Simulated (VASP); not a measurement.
# SiC (F-43m) in VASP: settings compared, part 2 of 2

VASP 6.6.1. The steps go on from the part before.

## 5. Relaxation of cell and atoms, PBE

This run uses another cell than the first one, of 10.35 Å³/atom.

File INCAR:

```
PREC = Accurate
ENCUT = 600
EDIFF = 1E-7
ISMEAR = -1
SIGMA = 0.05
LREAL = F
LASPH = T
NELM = 120
ALGO = Normal
ISIF = 3
LWAVE = F
LCHARG = F
GGA = PE
IBRION = 2
NSW = 80
EDIFFG = -0.01
GGA_COMPAT = F
NELMIN = 4
```

File KPOINTS:

```
regular mesh
0
Gamma
  10 10 10
```

File POSCAR:

```
SiC
1.0
    0.0000000000      2.1790000000      2.1790000000
    2.1790000000      0.0000000000      2.1790000000
    2.1790000000      2.1790000000      0.0000000000
Si C
1 1
Direct
    0.0000000000      0.0000000000      0.0000000000
    0.7500000000      0.7500000000      0.7500000000
```

Potentials or basis: VASP PAW PBE potentials, release 64 (Si, C).

Launch:

```
$ cat potpaw_PBE.64/Si/POTCAR potpaw_PBE.64/C/POTCAR > POTCAR
$ mpirun -np 1 vasp_std > vasp.out
```

OUTCAR:

```text
PREC = Accurate
   ENCUT = 600
   EDIFF = 1E-7
   ISMEAR = -1
   LREAL = F
   LASPH = T
   NELM = 120
   ISIF = 3
   GGA = PE
   IBRION = 2
   NSW = 80
   EDIFFG = -0.01
   NELMIN = 4

 ion  position               nearest neighbor table
   1  0.000  0.000  0.000-   2 1.89   2 1.89   2 1.89   2 1.89
   2  0.750  0.750  0.750-   1 1.89   1 1.89   1 1.89   1 1.89

  LATTYP: Found a face centered cubic cell.
 ALAT       =     4.3580000000

  Lattice vectors:

 A1 = (   0.0000000000,   2.1790000000,   2.1790000000)
 A2 = (   2.1790000000,   0.0000000000,   2.1790000000)
 A3 = (   2.1790000000,   2.1790000000,   0.0000000000)

Analysis of symmetry for initial positions (statically):
=====================================================================
 Subroutine PRICEL returns:
 Original cell was already a primitive cell.

 Routine SETGRP: Setting up the symmetry group for a
 face centered cubic supercell.

 Subroutine GETGRP returns: Found 24 space group operations
 (whereof 24 operations were pure point group operations)
 out of a pool of 48 trial point group operations.

The static configuration has the point symmetry T_d .

Analysis of symmetry for dynamics (positions and initial velocities):
=====================================================================
 Subroutine PRICEL returns:
 Original cell was already a primitive cell.

 Routine SETGRP: Setting up the symmetry group for a
 face centered cubic supercell.

 Subroutine GETGRP returns: Found 24 space group operations
 (whereof 24 operations were pure point group operations)
 out of a pool of 48 trial point group operations.

The dynamic configuration has the point symmetry T_d .

 Subroutine INISYM returns: Found 24 space group operations
 (whereof 24 operations are pure point group operations),
 and found     1 'primitive' translations

----------------------------------------------------------------------------------------

                                     Primitive cell

  volume of cell :      20.6920

  direct lattice vectors                    reciprocal lattice vectors
     0.000000000  2.179000000  2.179000000    -0.229463056  0.229463056  0.229463056
     2.179000000  0.000000000  2.179000000     0.229463056 -0.229463056  0.229463056
     2.179000000  2.179000000  0.000000000     0.229463056  0.229463056 -0.229463056

  length of vectors
     3.081571352  3.081571352  3.081571352     0.397441672  0.397441672  0.397441672

  position of ions in fractional coordinates (direct lattice)
     0.000000000  0.000000000  0.000000000
     0.750000000  0.750000000  0.750000000

  ion indices of the primitive-cell ions
   primitive index   ion index
                 1           1
                 2           2

----------------------------------------------------------------------------------------

 KPOINTS: regular mesh

Automatic generation of k-mesh.
 Grid dimensions read from file:
 generate k-points for:   10   10   10

 Generating k-lattice:

[... 44 lines left out ...]
   number of dos      NEDOS =    301   number of ions     NIONS =      2
   total plane-waves  NPLWV =  21952
   dimension x,y,z NGX =    28 NGY =   28 NGZ =   28
   dimension x,y,z NGXF=    56 NGYF=   56 NGZF=   56
   ions per type =               1   1
   NGX,Y,Z   is equivalent  to a cutoff of  15.11, 15.11, 15.11 a.u.
   NGXF,Y,Z  is equivalent  to a cutoff of  30.21, 30.21, 30.21 a.u.
 SYSTEM =  unknown system
   PREC   = accura    normal or accurate (medium, high low for compatibility)
   ISTART =      0    job   : 0-new  1-cont  2-samecut
   ICHARG =      2    charge: 1-file 2-atom 10-const
   ISPIN  =      1    spin polarized calculation?
   LNONCOLLINEAR =      F non collinear calculations
   LSORBIT =      F    spin-orbit coupling
   LASPH  =      T    aspherical Exc in radial PAW
   ENCUT  =  600.0 eV  44.10 Ry    6.64 a.u.   6.15  6.15  6.15*2*pi/ulx,y,z
   NELM   =    120;   NELMIN=  4; NELMDL= -5     # of ELM steps
   EDIFF  = 0.1E-06   stopping-criterion for ELM
   LREAL  =      F    real-space projection
   EDIFFG = -.1E-01   stopping-criterion for IOM
   NSW    =     80    number of steps for IOM
   IBRION =      2    ionic relax: 0-MD 1-quasi-New 2-CG
   NFREE  =      1    steps in history (QN), initial steepest desc. (CG)
   ISIF   =      3    stress and relaxation
   ISYM   =      2    0-nonsym 1-usesym 2-fastsym
   POTIM  = 0.5000    time-step for ionic-motion
   TEBEG  =    0.0;   TEEND  =   0.0 temperature during run
   PSTRESS=    0.0 pullay stress
   NELECT =       8.0000    total number of electrons
   NUPDOWN=      -1.0000    fix difference up-down
   EMIN   =  10.00;   EMAX   =-10.00  energy-range for DOS
   EFERMI =   0.00;   METHOD = LEGACY
   ISMEAR =    -1;   SIGMA  =   0.05  broadening in eV -4-tet -1-fermi 0-gaus
   EFERMI_NEDOS =   21; number of points for ismear=-14 and -15
   IALGO  =     38    algorithm
   IMIX   =      4    mixing-type and parameters
     AMIX     =   0.40;   BMIX     =  1.00
     AMIX_MAG =   1.60;   BMIX_MAG =  1.00
  volume/ion in A,a.u.               =      10.35        69.82
  Fermi-wavevector in a.u.,A,eV,Ry     =   1.192626  2.253736 19.352338  1.422357
  Thomas-Fermi vector in A             =   2.328660
   LORBIT       =      0    0 simple, 1 ext, 2 COOP (PROOUT), +10 PAW based schemes
   GGA     = PE    functional components
   LHFCALC =     F    Hartree Fock is set to
   AEXX    =    0.0000 exact exchange contribution
   IVDW    =     0    specifies the selected vdW correction
   LEPSILON=     F    determine dielectric tensor
   LRPA    =     F    only Hartree local field effects (RPA)
 conjugate gradient relaxation of ions
 non-spin polarized calculation
  energy-cutoff  :      600.00
  volume of cell :       20.69
 maximum number of plane-waves:       701
 NGX is ok and might be reduce to    28
   NGX = 13   NGY = 13   NGZ = 13

--------------------------------------- Ionic step        1  -------------------------------------------

 number of electron       8.0000000 magnetization

 Free energy of the ion-electron system (eV)
  ---------------------------------------------------
  ext. energy  EPLUGINS =         0.00000000
  ---------------------------------------------------
  free energy    TOTEN  =       -15.05911973 eV

  energy without entropy =      -15.05911971  energy(sigma->0) =      -15.05911972

------------------------ aborting loop because EDIFF is reached ----------------------------------------

  FORCE on cell =-STRESS in cart. coord.  units (eV):
  Direction    XX          YY          ZZ          XY          YZ          ZX
  --------------------------------------------------------------------------------------
  -------------------------------------------------------------------------------------
  Total        0.3967973      0.3967973      0.3967973      0.0000000      0.0000000      0.0000000
  in kB       30.7239865     30.7239865     30.7239865      0.0000000      0.0000000      0.0000000
  external PRESSURE =      30.7239865 kB  Pullay stress =       0.0000000 kB
[... 59 lines left out ...]
--------------------------------------- Ionic step        3  -------------------------------------------

 number of electron       8.0000000 magnetization

 Free energy of the ion-electron system (eV)
  ---------------------------------------------------
  ext. energy  EPLUGINS =         0.00000000
  ---------------------------------------------------
  free energy    TOTEN  =       -15.06188991 eV

  energy without entropy =      -15.06188990  energy(sigma->0) =      -15.06188990

 E-fermi :   8.6532     XC(G=0): -11.2947

 val. band max:        7.9491336147   @ k =   0.0000   0.0000   0.0000
 cond. band min:       9.3194155799   @ k =   0.5000   0.5000   0.0000
 fundamental gap:      1.3702819652
 Fermi energy:         8.6532412933

 k-point     1 :       0.0000    0.0000    0.0000
  band No.  band energies     occupation
      1      -7.3439      2.00000
      2       7.9491      2.00000
      3       7.9491      2.00000
      4       7.9491      2.00000
      5      14.0178      0.00000
      6      15.1599      0.00000
      7      15.1599      0.00000
      8      15.1599      0.00000
[... 243 lines left out ...]
 k-point    24 :       0.4000    0.3000    0.0000
  band No.  band energies     occupation
      1      -4.2402      2.00000
      2       2.3849      2.00000
      3       4.8263      2.00000
      4       5.3468      2.00000
      5      10.8086      0.00000
      6      13.5158      0.00000
      7      19.4205      0.00000
      8      19.7481      0.00000

 [... further k-points ...]

------------------------ aborting loop because EDIFF is reached ----------------------------------------

  FORCE on cell =-STRESS in cart. coord.  units (eV):
  Direction    XX          YY          ZZ          XY          YZ          ZX
  --------------------------------------------------------------------------------------
  -------------------------------------------------------------------------------------
  Total        0.0003263      0.0003263      0.0003263      0.0000000      0.0000000      0.0000000
  in kB        0.0249092      0.0249092      0.0249092      0.0000000      0.0000000      0.0000000
  external PRESSURE =       0.0249092 kB  Pullay stress =       0.0000000 kB
[... 17 lines left out ...]
  FREE ENERGIE OF THE ION-ELECTRON SYSTEM (eV)
  ---------------------------------------------------
  free  energy   TOTEN  =       -15.0618899108 eV

  energy  without entropy=      -15.0618898958  energy(sigma->0) =      -15.06188990

 reached required accuracy - stopping structural energy minimisation
```

Wall time 18 s (1 thread of AMD EPYC 9R45 (Zen 5), shared host); peak memory 0.12 GiB.

Results:

| Quantity | Value |
| --- | --- |
| Free energy | -15.0619 eV |
| Relaxed volume | 10.49 Å³/atom |
| Relaxed cell | a = 3.096 Å, b = 3.096 Å, c = 3.096 Å, α = 60.00°, β = 60.00°, γ = 60.00° |
| Space group after relaxing (to 0.1 Å) | F-43m (No. 216) |
| Energy gained by relaxing | 1.4 meV/atom |
| Ionic steps | 3 |
| Pressure after relaxing | 0.0 GPa |
| Band gap on the k mesh | 1.37 eV (least direct gap 4.53 eV) |

Step by step:
| step | energy change (eV) | largest force (eV/Å) | pressure (GPa) | volume (Å³) |
| --- | --- | --- | --- | --- |
| 1 | 0.0000 | 0.0000 | 3.07 | 20.69 |
| 2 | 0.0001 | 0.0000 | -2.98 | 21.29 |
| 3 | -0.0028 | 0.0000 | 0.00 | 20.99 |

Final structure:
```yaml
crystal:
  lattice:
    - [0.00000, 2.18925, 2.18925]
    - [2.18925, 0.00000, 2.18925]
    - [2.18925, 2.18925, 0.00000]
  atoms:
    - { symbol: Si, position: [0.00000, 0.00000, 0.00000] }
    - { symbol: C, position: [0.75000, 0.75000, 0.75000] }
```

Levels at points of the mesh, in eV from the valence-band top:
```tsv
k point	band 1	band 2	band 3	band 4	band 5	band 6	band 7	band 8
(0.00, 0.00, 0.00)	-15.29	0.00	0.00	0.00	6.07	7.21	7.21	7.21
(0.50, 0.00, 0.00)	-11.78	-8.46	-1.05	-1.05	5.31	7.17	7.17	9.98
(0.50, 0.50, 0.00)	-10.34	-7.75	-3.16	-3.16	1.37	4.27	13.87	13.87
```

## 6. Summary

```tsv
task	level	cell	gap on the mesh (eV)	pressure (GPa)
single point	PBE	a = 3.053 Å, angles 60.0°, 2 atoms	1.33	9.8
single point	RPBE	a = 3.113 Å, angles 60.0°, 2 atoms	1.39	-0.6
single point	BLYP	a = 3.120 Å, angles 60.0°, 2 atoms	1.73	0.4
relaxation of cell and atoms	PBE	relaxed from a = 3.082 Å, angles 60.0°, 2 atoms	1.37	0.0
```

Alike in all rows: potentials or basis VASP PAW PBE potentials, release 64 (Si, C); no spin polarisation; k mesh 10 × 10 × 10; cutoff (eV) 600; smearing fermi-dirac 0.05 eV.

Caveats: the PAW data sets were made with another functional, which shifts forces and pressure a little (at least some runs); the cell stands under pressure (at least some runs).

Absolute energies hang on the potentials; compare differences alone.

## 7. Against experiment

Step 3. Measured gap of SiC: 2.4 eV (indirect; quoted in “Insight into the structural, elastic and electronic properties of a new orthorhombic 6O-SiC polytype”, 2020, pmc:7200658). This calculation gives 1.39 eV (-1.01 eV). The value is that of RPBE on a finite k mesh, which can miss the band edges, without temperature or zero-point motion. Semilocal functionals fall short of measured gaps as a rule.

Step 4. A measured gap of SiC is 2.4 eV (indirect; quoted in “Insight into the structural, elastic and electronic properties of a new orthorhombic 6O-SiC polytype”, 2020, pmc:7200658); the calculated 1.73 eV misses it by -0.67 eV. The value is that of BLYP on a finite k mesh, which can miss the band edges, without temperature or zero-point motion. Semilocal functionals fall short of measured gaps as a rule.
